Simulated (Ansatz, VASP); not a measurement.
## Sb: VASP beside Ansatz

Contents of INCAR:

```
SYSTEM = Sb
PREC = Accurate
ENCUT = 520
EDIFF = 1E-7
ISMEAR = -1
SIGMA = 0.05
LREAL = .FALSE.
LASPH = .TRUE.
NELM = 80
ALGO = Normal
ISIF = 2
LWAVE = .FALSE.
LCHARG = .TRUE.
GGA = PS
LELF = .TRUE.
LVHAR = .TRUE.
NBANDS = 8
```

The input KPOINTS:

```
Automatic mesh
0
G
  19 19 19
  0 0 0
```

POSCAR

```
Sb
1.0
   -1.5149671779      1.5149671779      2.4964243197
    1.5149671779     -1.5149671779      2.4964243197
    1.5149671779      1.5149671779     -2.4964243197
Sb
1
Direct
    0.0000000000      0.0000000000      0.0000000000
```

Input for Ansatz:

```yaml
crystal:
  lattice:
    - [-1.5149671779, 1.5149671779, 2.4964243197]
    - [1.5149671779, -1.5149671779, 2.4964243197]
    - [1.5149671779, 1.5149671779, -2.4964243197]
  atoms:
    - { symbol: Sb, position: [0.0, 0.0, 0.0] }
kpoints:
  mp_grid: { grid: [19, 19, 19] }
  band_path:
    path:
      - [0.0, 0.0, 0.0]
      - [0.0, 0.0, 0.5]
      - [0.25, 0.25, 0.25]
      - [0.0, 0.5, 0.0]
      - [0.0, 0.0, 0.0]
      - [0.5, 0.5, -0.5]
      - [0.3420681988, 0.6579318012, -0.3420681988]
      - [-0.3420681988, 0.3420681988, 0.3420681988]
      - [0.0, 0.0, 0.0]
    npoints: 5
scf:
  occupations: { method: fermi_dirac, width: 0.05 }
hamiltonian:
  xc: pbesol
  pseudopotentials: { kind: all_electron, lapw: { basis_error: 0.00025 } }
output:
  forces: true
  stress: true
  eigenvalues: true
```

Change from the starting cell: volume scaled by 1.02.

Alike in both runs: task single point; functional PBEsol; k mesh 19 × 19 × 19; occupations fermi-dirac, width 0.05 eV; no spin polarisation.

|  | VASP | Ansatz |
| --- | --- | --- |
| version | VASP 6.6.1 | Ansatz 0.2.0 |
| potentials or method | VASP PAW PBE potentials, release 64 (Sb), cutoff 520 eV | all-electron LAPW, scalar-relativistic |

|  | VASP | Ansatz | Ansatz less VASP |
| --- | --- | --- | --- |
| pressure (GPa) | 12.8 | 12.7 | -0.16 |
| traceless stress, the component that is largest in VASP (GPa) | -1.18 | -1.07 | +0.107 |

VASP's potentials were made for PBE, not for PBEsol. Ansatz ran all-electron here, and VASP with PAW potentials.

Neither program's run includes spin-orbit coupling.
